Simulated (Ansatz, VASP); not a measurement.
Given: the input of a run of VASP 6.6.1 on Al.

File INCAR:

```
PREC = Accurate
ENCUT = 520
EDIFF = 1E-6
ISMEAR = -1
SIGMA = 0.03
LREAL = F
LASPH = T
NELM = 100
ALGO = Normal
ISIF = 2
LWAVE = F
LCHARG = F
GGA = PE
NBANDS = 8
```

Contents of KPOINTS:

```
regular mesh
0
Gamma
  8 8 8
```

POSCAR

```
Al
1.0
    0.0000000000      2.0248050000      2.0248050000
    2.0248050000      0.0000000000      2.0248050000
    2.0248050000      2.0248050000      0.0000000000
Al
1
Direct
    0.0000000000      0.0000000000      0.0000000000
```

Potentials or basis: VASP PAW PBE potentials, release 64 (Al).

Command:

```sh
$ cat potpaw_PBE.64/Al/POTCAR > POTCAR
$ mpirun -np 1 vasp_std > vasp.out
```

Translate it to Ansatz 0.2.0. Potentials there: all-electron LAPW, scalar-relativistic.

As run (the cutoff follows the program's own potentials):

The input input.yaml:

```yaml
crystal:
  lattice:
    - [0.0, 2.024805, 2.024805]
    - [2.024805, 0.0, 2.024805]
    - [2.024805, 2.024805, 0.0]
  atoms:
    - { symbol: Al, position: [0.0, 0.0, 0.0] }
kpoints:
  mp_grid: { grid: [8, 8, 8] }
scf:
  occupations: { method: fermi_dirac, width: 0.03 }
hamiltonian:
  xc: pbe
  pseudopotentials: { kind: all_electron, lapw: { basis_error: 0.002 } }
output:
  forces: true
  stress: true
  eigenvalues: true
```

Potentials or basis: all-electron LAPW, scalar-relativistic.

Run with:

```bash
$ ansatz run input.yaml --threads 1 --pin off --max-ram 2560MiB --backend cpu --events-out ev --progress --plain --runs-dir out
```

Both were run:

|  | VASP | Ansatz | Ansatz less VASP |
| --- | --- | --- | --- |
| gap on the k mesh at the Fermi level (eV) | none | none | - |
| pressure (GPa) | -0.5 | -0.4 | +0.04 |

A gap of «none» marks a metal or a gap that the smearing closes. Ansatz ran all-electron here, and VASP with PAW potentials.

Noted on Ansatz's run: the k mesh is thin for a metal, which can move the energy by tens of meV per atom.
